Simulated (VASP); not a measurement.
Here is a VASP 6.6.1 calculation.

File INCAR:

```
PREC     = Accurate       # precision mode
ENCUT    = 600            # plane-wave cutoff, eV
EDIFF    = 1E-8           # SCF threshold, eV
ISMEAR   = -1             # smearing method
SIGMA    = 0.15           # smearing width, eV
LREAL    = F              # projectors in reciprocal space
LASPH    = T              # aspherical terms in the spheres
NELM     = 80             # most SCF steps
ALGO     = Normal         # electronic algorithm
ISIF     = 3              # what is computed and relaxed
LWAVE    = F              # write WAVECAR
LCHARG   = F              # write CHGCAR
GGA      = PE             # functional
IBRION   = 6              # ionic algorithm
NFREE    = 2            
POTIM    = 0.015          # step
NSW      = 1              # ionic steps
KPAR     = 4
```

The input KPOINTS:

```
Automatic mesh
0
Gamma
  16 16 16
```

Contents of POSCAR:

```
GaSb
1.0
    0.0000000000      3.1076893488      3.1076893488
    3.1076893488      0.0000000000      3.1076893488
    3.1076893488      3.1076893488      0.0000000000
Ga Sb
1 1
Direct
    0.0000000000      0.0000000000      0.0000000000
    0.2500000000      0.2500000000      0.2500000000
```

Potentials or basis: VASP PAW PBE potentials, release 64 (Ga_d, Sb).

Command:

```bash
$ cat potpaw_PBE.64/Ga_d/POTCAR potpaw_PBE.64/Sb/POTCAR > POTCAR
$ mpirun -np 4 vasp_std > vasp.out
```

Task: What does it give for the elastic constants C11, C12, C44?

Result: 71, 31, 35 GPa.

Task: What does it give for the Voigt bulk modulus?

Result: 44 GPa.

Task: What does it give for the highest phonon frequency at Γ, LO-TO splitting left out?

Result: 209 cm⁻¹.

Phonon frequencies in cm⁻¹ (negative: imaginary):
```csv
q point,frequencies
"(0.000, 0.000, 0.000)",0 0 0 209 209 209
```
